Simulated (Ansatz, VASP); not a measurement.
## SiC: VASP beside Ansatz

```
Si C
1.0
     3.03443    0.00000    0.00000
    -1.51721    2.62789    0.00000
     0.00000    0.00000    4.97978
Si C
2 2
Direct
  0.33333 0.66667 0.00000
  0.66667 0.33333 0.50000
  0.33333 0.66667 0.38500
  0.66667 0.33333 0.88500
```

Change from the starting cell: volume scaled by 0.96.

Alike in both runs: task single point; functional PBEsol; k mesh 15 × 15 × 8; occupations fermi-dirac, width 0.08 eV; no spin polarisation.

|  | VASP | Ansatz |
| --- | --- | --- |
| version | VASP 6.6.1 | Ansatz 0.2.0 |
| potentials or method | VASP PAW PBE potentials, release 64 (Si, C), cutoff 520 eV | all-electron LAPW, scalar-relativistic |

VASP gave:

```
pressure (GPa)                                                : 10.5
traceless stress, the component that is largest in VASP (GPa) : -4.51
rms of the force components (eV/Å)                            : 0.472
```

Question: Which values does Ansatz return?

Answer: Pressure (GPa): 10.0; traceless stress, the component that is largest in VASP (GPa): -4.41; rms of the force components (eV/Å): 0.469.

VASP's potentials were made for PBE, not for PBEsol. Atom by atom the forces differ by 0.003 eV/Å (rms over components). Ansatz ran all-electron here, and VASP with PAW potentials.
